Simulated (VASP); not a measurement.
**Li2BrF: single point with PBE**

Li2BrF:

```
F Br Li
1.0
     1.73538    1.00192    5.46846
    -1.73538    1.00192    5.46846
     0.00000   -2.00384    5.46846
F Br Li
1 1 2
Direct
  0.00000 0.00000 0.00000
  0.50000 0.50000 0.50000
  0.26702 0.26702 0.26702
  0.73298 0.73298 0.73298
```

```yaml
Program: VASP 6.6.1
Task: single point
Functional: PBE
Potentials_or_basis: VASP PAW PBE potentials, release 64 (F, Br, Li_sv)
Cutoff: 520 eV
k_mesh: 6 × 6 × 6
Occupations: gaussian, width 0.01 eV
Spin: non-collinear spin, zero start, spin-orbit coupling
Starting_moments: "[[0.0, 0.0, 0.0], [0.0, 0.0, 0.0], [0.0, 0.0, 0.0], [0.0, 0.0, 0.0]] μB"
Dipole_correction: no
Further_INCAR_settings: ALGO = Normal; EDIFF = 1e-06; NBANDS = 34
```

The largest force is 0.005 eV/Å. The net moment is 0.00 μB per cell. The valence electrons inside the program's atomic spheres are F 6.07; Br 4.98; Li 2.04.

Forces in eV/Å, atoms in the order of the input:
```
F    0.000  0.000  0.000
Br   0.000  0.000  0.000
Li   0.000  0.000 -0.005
Li   0.000  0.000  0.005
```

Moments on the atoms (μB; x, y, z):
```
F   0.00 0.00 0.00
Br  0.00 0.00 0.00
Li  0.00 0.00 0.00
Li  0.00 0.00 0.00
```

Wall time 3.4 min on 1 thread of Intel(R) Xeon(R) 6975P-C (Granite Rapids), on a shared host, peak memory 0.76 GiB.
